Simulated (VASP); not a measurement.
**Rh: relaxation of cell and atoms with PBEsol**

Rh:

```
CELL_PARAMETERS angstrom
-1.51329 1.51329 1.51329
1.51329 -1.51329 1.51329
1.51329 1.51329 -1.51329
ATOMIC_POSITIONS crystal
Rh 0.00000 0.00000 0.00000
```

```json
{
 "Program": "VASP 6.6.1",
 "Task": "relaxation of cell and atoms",
 "Functional": "PBEsol",
 "Potentials or basis": "VASP PAW PBE potentials, release 64 (Rh_pv)",
 "Cutoff": "600 eV",
 "k mesh": "18 × 18 × 18",
 "Occupations": "fermi-dirac, width 0.08 eV",
 "Spin": "no spin polarisation",
 "Target pressure": "0.87 GPa",
 "Dipole correction": "no",
 "Further INCAR settings": "ALGO = Normal; EDIFF = 1e-06; IBRION = 2; EDIFFG = -0.005; NSW = 32; ISIF = 3"
}
```

- Relaxed volume: 13.85 Å³/atom
- Relaxed cell: a = 2.621 Å, b = 2.621 Å, c = 2.621 Å, α = 109.47°, β = 109.47°, γ = 109.47°
- Space group after relaxing (to 0.05 Å): Im-3m (No. 229)
- Energy change on relaxing (the enthalpy is what falls): +0.0 meV/atom
- Ionic steps: 3
- Pressure after relaxing: 0.9 GPa

Final structure:
```xyz
1
Lattice="-1.5130 1.5130 1.5130 1.5130 -1.5130 1.5130 1.5130 1.5130 -1.5130" Properties=species:S:1:pos:R:3 pbc="T T T"
Rh    0.0000    0.0000    0.0000
```

Levels at points of the mesh, in eV from the Fermi level:
```
           k point  band 5  band 6  band 7  band 8  band 9  band 10
(0.00, 0.00, 0.00)   -2.97   -2.97   -2.97   -0.47   -0.47    18.42
(0.50, 0.00, 0.00)   -4.52   -0.53   -0.11    1.24    1.63     9.41
(0.50, 0.50, 0.50)   -5.95    1.11    1.11    1.11    9.43     9.43
```

It took 18 s on 1 thread of Intel(R) Xeon(R) 6975P-C (Granite Rapids), on a shared host, peak memory 0.17 GiB.

Caveat: the cell is relaxed towards a set pressure, so the enthalpy falls and the energy may rise; the PAW data sets were made with another functional, which shifts forces and pressure a little.
